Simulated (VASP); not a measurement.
# CaSe (I4/mmm) in VASP: notebook

Runs on CaSe. Level: r2SCAN. Tasks: single point.

Program: VASP 6.6.1. These are calculated values, not measurements. Logs are shortened: lines on timing, memory, paths and dates and some standing lists are left out, and cuts for length are marked.

## Step 1: The cell of the first run

Symmetry: I4/mmm, No. 139, tetragonal system. The conventional cell has a = 4.197 Å, b = 4.197 Å, c = 6.054 Å, α = 90.00°, β = 90.00°, γ = 90.00°. Within 3.9 Å of Ca (site symmetry 4/mmm) lie 6 Se at 2.97 to 3.03 Å. Se (site symmetry 4/mmm) has 6 Ca at 2.97 to 3.03 Å within 3.9 Å.

## Step 2: Single point, r2SCAN (uniaxial z strain +2.0%)

POSCAR

```
CaSe
1.0
    0.0000000000      2.9675351127      3.0268858150
    2.9675351127      0.0000000000      3.0268858150
    2.9675351127      2.9675351127      0.0000000000
Ca Se
1 1
Direct
    0.0000000000      0.0000000000      0.0000000000
    0.5000000000      0.5000000000      0.5000000000
```

INCAR.step1

```
PREC     = Accurate       # precision mode
ENCUT    = 520            # plane-wave cutoff, eV
ISMEAR   = 0              # smearing method
SIGMA    = 0.01           # smearing width, eV
LREAL    = False          # projectors in reciprocal space
LASPH    = True           # aspherical terms in the spheres
NELM     = 100            # most SCF steps
NBANDS   = 15             # bands
GGA      = PE             # functional
ALGO     = Normal         # electronic algorithm
EDIFF    = 1E-4           # SCF threshold, eV
LWAVE    = True           # write WAVECAR
LCHARG   = False          # write CHGCAR
```

INCAR.step2

```
PREC     = Accurate       # precision mode
ENCUT    = 520            # plane-wave cutoff, eV
EDIFF    = 1E-6           # SCF threshold, eV
ISMEAR   = 0              # smearing method
SIGMA    = 0.01           # smearing width, eV
LREAL    = False          # projectors in reciprocal space
LASPH    = True           # aspherical terms in the spheres
NELM     = 100            # most SCF steps
ALGO     = Normal         # electronic algorithm
ISIF     = 2              # what is computed and relaxed
LWAVE    = False          # write WAVECAR
LCHARG   = False          # write CHGCAR
METAGGA  = R2SCAN         # meta-GGA
LMIXTAU  = True         
NBANDS   = 15             # bands
ISTART   = 1
```

KPOINTS

```
regular mesh
0
Gamma
  8 8 8
```

Potentials or basis: VASP PAW PBE potentials, release 64 (Ca_sv, Se).

The run is started by

```
> cat potpaw_PBE.64/Ca_sv/POTCAR potpaw_PBE.64/Se/POTCAR > POTCAR
> cp INCAR.step1 INCAR
> mpirun -np 1 vasp_std > vasp.out
> cp INCAR.step2 INCAR
> mpirun -np 1 vasp_std > vasp.out
```

OUTCAR:

```text
PREC = Accurate
   ENCUT = 520
   EDIFF = 1E-6
   ISMEAR = 0
   LREAL = False
   LASPH = True
   NELM = 100
   ISIF = 2
   METAGGA = R2SCAN
   ISTART = 1

 ion  position               nearest neighbor table
   1  0.000  0.000  0.000-   2 2.97   2 2.97   2 2.97   2 2.97
   2  0.500  0.500  0.500-   1 2.97   1 2.97   1 2.97   1 2.97

  LATTYP: Found a body centered tetragonal cell.
 ALAT       =     4.1967284032
 C/A-ratio  =     1.4424978336

  Lattice vectors:

 A1 = (  -2.9675351127,   0.0000000000,   3.0268858150)
 A2 = (   2.9675351127,   0.0000000000,   3.0268858150)
 A3 = (   0.0000000000,   2.9675351127,  -3.0268858150)

Analysis of symmetry for initial positions (statically):
=====================================================================
 Subroutine PRICEL returns:
 Original cell was already a primitive cell.

 Routine SETGRP: Setting up the symmetry group for a
 body centered tetragonal supercell.

 Subroutine GETGRP returns: Found 16 space group operations
 (whereof 16 operations were pure point group operations)
 out of a pool of 16 trial point group operations.

The static configuration has the point symmetry D_4h.

Analysis of symmetry for dynamics (positions and initial velocities):
=====================================================================
 Subroutine PRICEL returns:
 Original cell was already a primitive cell.

 Routine SETGRP: Setting up the symmetry group for a
 body centered tetragonal supercell.

 Subroutine GETGRP returns: Found 16 space group operations
 (whereof 16 operations were pure point group operations)
 out of a pool of 16 trial point group operations.

The dynamic configuration has the point symmetry D_4h.

 Subroutine INISYM returns: Found 16 space group operations
 (whereof 16 operations are pure point group operations),
 and found     1 'primitive' translations

----------------------------------------------------------------------------------------

                                     Primitive cell

  volume of cell :      53.3111

  direct lattice vectors                    reciprocal lattice vectors
     0.000000000  2.967535113  3.026885815    -0.168490003  0.168490003  0.165186277
     2.967535113  0.000000000  3.026885815     0.168490003 -0.168490003  0.165186277
     2.967535113  2.967535113  0.000000000     0.168490003  0.168490003 -0.165186277

  length of vectors
     4.238903441  4.238903441  4.196728403     0.289938387  0.289938387  0.289938387

  position of ions in fractional coordinates (direct lattice)
     0.000000000  0.000000000  0.000000000
[... 90 lines left out ...]
   NUPDOWN=      -1.0000    fix difference up-down
   EMIN   =  10.00;   EMAX   =-10.00  energy-range for DOS
   EFERMI =   0.00;   METHOD = LEGACY
   ISMEAR =     0;   SIGMA  =   0.01  broadening in eV -4-tet -1-fermi 0-gaus
   EFERMI_NEDOS =   21; number of points for ismear=-14 and -15
   IALGO  =     38    algorithm
   IMIX   =      4    mixing-type and parameters
     AMIX     =   0.40;   BMIX     =  1.00
     AMIX_MAG =   1.60;   BMIX_MAG =  1.00
  volume/ion in A,a.u.               =      26.66       179.88
  Fermi-wavevector in a.u.,A,eV,Ry     =   1.096080  2.071291 16.345921  1.201391
  Thomas-Fermi vector in A             =   2.232415
   LORBIT       =      0    0 simple, 1 ext, 2 COOP (PROOUT), +10 PAW based schemes
   METAGGA = R2SCAN    functional components
   LHFCALC =     F    Hartree Fock is set to
   AEXX    =    0.0000 exact exchange contribution
   IVDW    =     0    specifies the selected vdW correction
   LEPSILON=     F    determine dielectric tensor
   LRPA    =     F    only Hartree local field effects (RPA)
 non-spin polarized calculation
 Gauss-broadening in eV      SIGMA  =   0.01
  energy-cutoff  :      520.00
  volume of cell :       53.31
 maximum number of plane-waves:      1456
   NGX = 15   NGY = 15   NGZ = 15

 number of electron      15.9999997 magnetization

 Free energy of the ion-electron system (eV)
  ---------------------------------------------------
  ext. energy  EPLUGINS =         0.00000000
  ---------------------------------------------------
  free energy    TOTEN  =       -25.97372795 eV

  energy without entropy =      -25.97372795  energy(sigma->0) =      -25.97372795

 E-fermi :   2.0511     XC(G=0):  -9.4466

 val. band max:        1.9828464556   @ k =   0.0000   0.0000   0.0000
 cond. band min:       4.5397380711   @ k =   0.5000   0.0000   0.5000
 fundamental gap:      2.5568916156
 Fermi energy:         2.0511200921

 k-point     1 :       0.0000    0.0000    0.0000
  band No.  band energies     occupation
      1     -39.4092      2.00000
      2     -19.5199      2.00000
      3     -19.5127      2.00000
      4     -19.5126      2.00000
      5     -10.1104      2.00000
      6       1.9764      2.00000
      7       1.9828      2.00000
      8       1.9828      2.00000
      9       5.9232      0.00000
     10       6.1320      0.00000
     11       6.2596      0.00000
     12       6.2596      0.00000
     13       6.7808      0.00000
     14       6.8189      0.00000
[... 401 lines left out ...]
      2     -19.5881      2.00000
      3     -19.5290      2.00000
      4     -19.5216      2.00000
      5      -9.6010      2.00000
      6      -0.5555      2.00000
      7       0.9103      2.00000
      8       1.0933      2.00000
      9       6.1849      0.00000
     10       7.5665      0.00000
     11       7.7272      0.00000
     12       8.2638      0.00000
     13       8.4218      0.00000
     14       9.8283      0.00000
     15      11.2292      0.00000

 [... further k-points ...]

------------------------ aborting loop because EDIFF is reached ----------------------------------------

  FORCE on cell =-STRESS in cart. coord.  units (eV):
  Direction    XX          YY          ZZ          XY          YZ          ZX
  --------------------------------------------------------------------------------------
  -------------------------------------------------------------------------------------
  Total       -0.0535586     -0.0535586     -0.6225354      0.0000000      0.0000000     -0.0000000
  in kB       -1.6096161     -1.6096161    -18.7092726      0.0000000      0.0000000     -0.0000000
  external PRESSURE =      -7.3095016 kB  Pullay stress =       0.0000000 kB

 VOLUME and BASIS-vectors are now :
 -----------------------------------------------------------------------------
  energy-cutoff  :      520.00
  volume of cell :       53.31
      direct lattice vectors                 reciprocal lattice vectors
     0.000000000  2.967535113  3.026885815    -0.168490003  0.168490003  0.165186277
     2.967535113  0.000000000  3.026885815     0.168490003 -0.168490003  0.165186277
     2.967535113  2.967535113  0.000000000     0.168490003  0.168490003 -0.165186277

 POSITION                                       TOTAL-FORCE (eV/Angst)
 -----------------------------------------------------------------------------------
      0.00000      0.00000      0.00000         0.000000      0.000000      0.000000
      2.96754      2.96754      3.02689         0.000000      0.000000     -0.000000
 -----------------------------------------------------------------------------------
    total drift:                                0.000000     -0.000000     -0.000000

  FREE ENERGIE OF THE ION-ELECTRON SYSTEM (eV)
  ---------------------------------------------------
  free  energy   TOTEN  =       -25.9737279503 eV

  energy  without entropy=      -25.9737279503  energy(sigma->0) =      -25.97372795
```

OSZICAR.step1:

```text
N       E                     dE             d eps       ncg     rms          rms(c)
DAV:   1     0.106621347820E+03    0.10662E+03   -0.75029E+03  1770   0.980E+02
DAV:   2    -0.495603905258E+01   -0.11158E+03   -0.10619E+03  2246   0.242E+02
DAV:   3    -0.940225984217E+01   -0.44462E+01   -0.44045E+01  2399   0.460E+01
DAV:   4    -0.962762915996E+01   -0.22537E+00   -0.22527E+00  2456   0.837E+00
DAV:   5    -0.962918891918E+01   -0.15598E-02   -0.15597E-02  2348   0.773E-01    0.426E+00
DAV:   6    -0.948457804477E+01    0.14461E+00   -0.19673E-01  2071   0.232E+00    0.252E+00
DAV:   7    -0.947786814267E+01    0.67099E-02   -0.10045E-01  2269   0.198E+00    0.826E-01
DAV:   8    -0.948206500687E+01   -0.41969E-02   -0.12443E-02  1847   0.844E-01    0.119E-01
DAV:   9    -0.948216069200E+01   -0.95685E-04   -0.67492E-04  2327   0.255E-01
   1 F= -.94821607E+01 E0= -.94821607E+01  d E =-.250940E-31
```

It took 95 s on 1 thread of Intel Xeon Platinum 8559C (Emerald Rapids), shared host; peak memory 0.21 GiB.

Results:

```yaml
Free_energy: -25.9737 eV
Pressure: -0.7 GPa
Band_gap_on_the_k_mesh: 2.56 eV (least direct gap 3.44 eV)
```

Caveat: the cell differs from its parent crystal (uniaxial z strain +2.0%); the PAW data sets were made with another functional, which shifts forces and pressure a little. A k mesh can miss the band edges.

## Step 3: Single point, r2SCAN (epitaxial xy strain +2.0%)

POSCAR

```
CaSe
1.0
    0.0000000000      3.0268858150      2.9474478378
    3.0268858150      0.0000000000      2.9474478378
    3.0268858150      3.0268858150      0.0000000000
Ca Se
1 1
Direct
    0.0000000000      0.0000000000      0.0000000000
    0.5000000000      0.5000000000      0.5000000000
```

INCAR.step1

```
SYSTEM = CaSe
PREC = Accurate
ENCUT = 520
ISMEAR = 0
SIGMA = 0.01
LREAL = .FALSE.
LASPH = .TRUE.
NELM = 80
NBANDS = 15
GGA = PE
ALGO = Normal
EDIFF = 1E-4
LWAVE = .TRUE.
LCHARG = .FALSE.
```

INCAR.step2

```
SYSTEM = CaSe
PREC = Accurate
ENCUT = 520
EDIFF = 1E-6
ISMEAR = 0
SIGMA = 0.01
LREAL = .FALSE.
LASPH = .TRUE.
NELM = 80
ALGO = Normal
ISIF = 2
LWAVE = .FALSE.
LCHARG = .FALSE.
METAGGA = R2SCAN
LMIXTAU = .TRUE.
NBANDS = 15
ISTART = 1
```

KPOINTS

```
Automatic mesh
0
G
  8 8 8
  0 0 0
```

Potentials or basis: VASP PAW PBE potentials, release 64 (Ca_sv, Se).

The run is started by

```
> cat potpaw_PBE.64/Ca_sv/POTCAR potpaw_PBE.64/Se/POTCAR > POTCAR
> cp INCAR.step1 INCAR
> mpirun -np 1 vasp_std > vasp.out
> cp INCAR.step2 INCAR
> mpirun -np 1 vasp_std > vasp.out
```

OUTCAR:

```text
SYSTEM = CaSe
   PREC = Accurate
   ENCUT = 520
   EDIFF = 1E-6
   ISMEAR = 0
   LREAL = .FALSE.
   LASPH = .TRUE.
   NELM = 80
   ISIF = 2
   METAGGA = R2SCAN
   ISTART = 1

 ion  position               nearest neighbor table
   1  0.000  0.000  0.000-   2 2.95   2 2.95
   2  0.500  0.500  0.500-   1 2.95   1 2.95

  LATTYP: Found a body centered tetragonal cell.
 ALAT       =     4.2806629713
 C/A-ratio  =     1.3770987614

  Lattice vectors:

 A1 = (   0.0000000000,  -3.0268858150,  -2.9474478378)
[... 617 lines left out ...]

------------------------ aborting loop because EDIFF is reached ----------------------------------------

  FORCE on cell =-STRESS in cart. coord.  units (eV):
  Direction    XX          YY          ZZ          XY          YZ          ZX
  --------------------------------------------------------------------------------------
  -------------------------------------------------------------------------------------
  Total       -0.7047623     -0.7047623      0.0850698      0.0000000     -0.0000000     -0.0000000
  in kB      -20.9066775    -20.9066775      2.5235835      0.0000000     -0.0000000     -0.0000000
  external PRESSURE =     -13.0965905 kB  Pullay stress =       0.0000000 kB

 VOLUME and BASIS-vectors are now :
 -----------------------------------------------------------------------------
  energy-cutoff  :      520.00
  volume of cell :       54.01
      direct lattice vectors                 reciprocal lattice vectors
     0.000000000  3.026885815  2.947447838    -0.165186277  0.165186277  0.169638286
     3.026885815  0.000000000  2.947447838     0.165186277 -0.165186277  0.169638286
     3.026885815  3.026885815  0.000000000     0.165186277  0.165186277 -0.169638286

 POSITION                                       TOTAL-FORCE (eV/Angst)
 -----------------------------------------------------------------------------------
      0.00000      0.00000      0.00000         0.000000     -0.000000      0.000000
      3.02689      3.02689      2.94745         0.000000      0.000000     -0.000000
 -----------------------------------------------------------------------------------
    total drift:                                0.000000     -0.000000     -0.000000

  FREE ENERGIE OF THE ION-ELECTRON SYSTEM (eV)
  ---------------------------------------------------
  free  energy   TOTEN  =       -25.9660796746 eV

  energy  without entropy=      -25.9660796746  energy(sigma->0) =      -25.96607967
```

OUTCAR.step1:

```text
SYSTEM = CaSe
   PREC = Accurate
   ENCUT = 520
   ISMEAR = 0
   LREAL = .FALSE.
   LASPH = .TRUE.
[... 654 lines left out ...]
      0.00000      0.00000      0.00000         0.000000      0.000000     -0.000000
      3.02689      3.02689      2.94745        -0.000000      0.000000      0.000000
 -----------------------------------------------------------------------------------
    total drift:                                0.000000     -0.000000     -0.000000

  FREE ENERGIE OF THE ION-ELECTRON SYSTEM (eV)
  ---------------------------------------------------
  free  energy   TOTEN  =        -9.4771235924 eV

  energy  without entropy=       -9.4771235924  energy(sigma->0) =       -9.47712359
```

OSZICAR.step1:

```text
N       E                     dE             d eps       ncg     rms          rms(c)
DAV:   1     0.104607723754E+03    0.10461E+03   -0.74534E+03  1770   0.980E+02
DAV:   2    -0.500613538020E+01   -0.10961E+03   -0.10445E+03  2225   0.240E+02
DAV:   3    -0.939754648992E+01   -0.43914E+01   -0.43576E+01  2381   0.457E+01
DAV:   4    -0.962552572765E+01   -0.22798E+00   -0.22783E+00  2504   0.874E+00
DAV:   5    -0.962742867964E+01   -0.19030E-02   -0.19029E-02  2309   0.816E-01    0.427E+00
DAV:   6    -0.947910276310E+01    0.14833E+00   -0.20364E-01  2092   0.235E+00    0.252E+00
DAV:   7    -0.947266308612E+01    0.64397E-02   -0.10151E-01  2247   0.198E+00    0.834E-01
DAV:   8    -0.947702906634E+01   -0.43660E-02   -0.12802E-02  1861   0.853E-01    0.121E-01
DAV:   9    -0.947712359241E+01   -0.94526E-04   -0.69670E-04  2341   0.256E-01
   1 F= -.94771236E+01 E0= -.94771236E+01  d E =-.486663-171
```

Run time: 1.7 min. Hardware: 1 thread of Intel Xeon Platinum 8559C (Emerald Rapids), shared host; peak memory 0.21 GiB.

Results:

```yaml
Free_energy: -25.9661 eV
Pressure: -1.3 GPa
Band_gap_on_the_k_mesh: 2.58 eV (least direct gap 3.44 eV)
```

Stress tensor (GPa, compression positive):
```
-2.09  0.00  0.00
 0.00 -2.09  0.00
 0.00  0.00  0.25
```

Caveat: the cell differs from its parent crystal (epitaxial xy strain +2.0%); the PAW data sets were made with another functional, which shifts forces and pressure a little.
